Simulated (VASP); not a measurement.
Al3Co4, 7 atoms in the cell. The cell holds a slab with vacuum, 7 atoms: a = 2.823 Å, b = 2.823 Å, c = 25.468 Å, α = 90.00°, β = 90.00°, γ = 90.00°. 

- Program: VASP 6.6.1
- Task: single point
- Functional: PBEsol
- Potentials or basis: VASP PAW PBE potentials, release 64 (Co, Al)
- Cutoff: 520 eV
- k mesh: 10 × 10 × 1
- Occupations: gaussian, width 0.1 eV
- Spin: no spin polarisation
- Dipole correction: yes
- Further INCAR settings: ALGO = Normal; EDIFF = 1e-07; NBANDS = 32

Potentials or basis: VASP PAW PBE potentials, release 64 (Co, Al).

The run is started by

```bash
$ cat potpaw_PBE.64/Co/POTCAR potpaw_PBE.64/Al/POTCAR > POTCAR
$ mpirun -np 1 vasp_std > vasp.out
```

Hardware: 1 thread of Intel(R) Xeon(R) 6975P-C (Granite Rapids) (shared host).

Estimate the wall time of this run.

Run time: 3.9 min on 1 thread of Intel(R) Xeon(R) 6975P-C (Granite Rapids) (shared host), peak memory 0.37 GiB. Counts: scf iterations 43, k points 21.
